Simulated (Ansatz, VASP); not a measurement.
**Ca3H: VASP beside Ansatz**

INCAR

```
SYSTEM = Ca3H
ALGO = Normal
EDIFF = 1E-6
EDIFFG = -0.04
ENCUT = 600
GGA = PE
IBRION = 2
ISIF = 3
ISMEAR = 0
LASPH = .True.
LCHARG = .False.
LREAL = .False.
LWAVE = .False.
NELM = 80
NSW = 90
PREC = Accurate
SIGMA = 0.1
```

The input KPOINTS:

```
k-points
0
Gamma
  4 4 4
  0 0 0
```

The input POSCAR:

```
Ca3H
1.0
    4.2052743000      0.0000000000      0.0000000000
    0.0000000000      4.2052743000      0.0000000000
    0.0000000000      0.0000000000      4.2052743000
Ca H
3 1
Direct
    0.5000000000      0.5000000000      0.0000000000
    0.5000000000      0.0000000000      0.5000000000
    0.0000000000      0.5000000000      0.5000000000
    0.0000000000      0.0000000000      0.0000000000
```

Input for Ansatz:

```yaml
crystal:
  lattice:
    - [4.2052743, 0.0, 0.0]
    - [0.0, 4.2052743, 0.0]
    - [0.0, 0.0, 4.2052743]
  atoms:
    - { symbol: Ca, position: [0.5, 0.5, 0.0] }
    - { symbol: Ca, position: [0.5, 0.0, 0.5] }
    - { symbol: Ca, position: [0.0, 0.5, 0.5] }
    - { symbol: H, position: [0.0, 0.0, 0.0] }
basis:
  ecutwfc: 420
kpoints:
  mp_grid: { grid: [4, 4, 4] }
hamiltonian:
  xc: pbe
scf:
  occupations: { method: gaussian, width: 0.1 }
  lower_state_search: "off"
output:
  forces: true
  stress: true
  eigenvalues: true
relax:
  adjacent_minimum: "off"
  f_tol: 0.04
  max_steps: 70
  cell: { stress_tol: 0.4 }
```

Change from the starting cell: species swapped into the TmPt3 type (Pm-3m, No. 221).

Alike in both runs: task relaxation of cell and atoms; functional PBE; k mesh 4 × 4 × 4; occupations gaussian, width 0.1 eV; no spin polarisation.

|  | VASP | Ansatz |
| --- | --- | --- |
| version | VASP 6.6.1 | Ansatz 0.2.0 |
| potentials or method | VASP PAW PBE potentials, release 64 (Ca_sv, H), cutoff 600 eV | scalar-relativistic, plane waves, PAW |
| valence electrons in the cell | 31 | 31 |

```csv
,VASP,Ansatz,Ansatz less VASP
"gap on the k mesh at the Fermi level, each at its own relaxed structure (eV)",none,none,-
relaxed volume (Å³/atom),34.10,33.51,-0.589
relaxed cell length with the largest relative difference (Å),5.148,5.118,-0.0298
```

A gap of «none» marks a metal or a gap that the smearing closes.

The k mesh is coarse, so the values compare programs but aren't converged. Noted on VASP's run: the volume moved by over 15 % at a fixed basis, so the end points are rough.
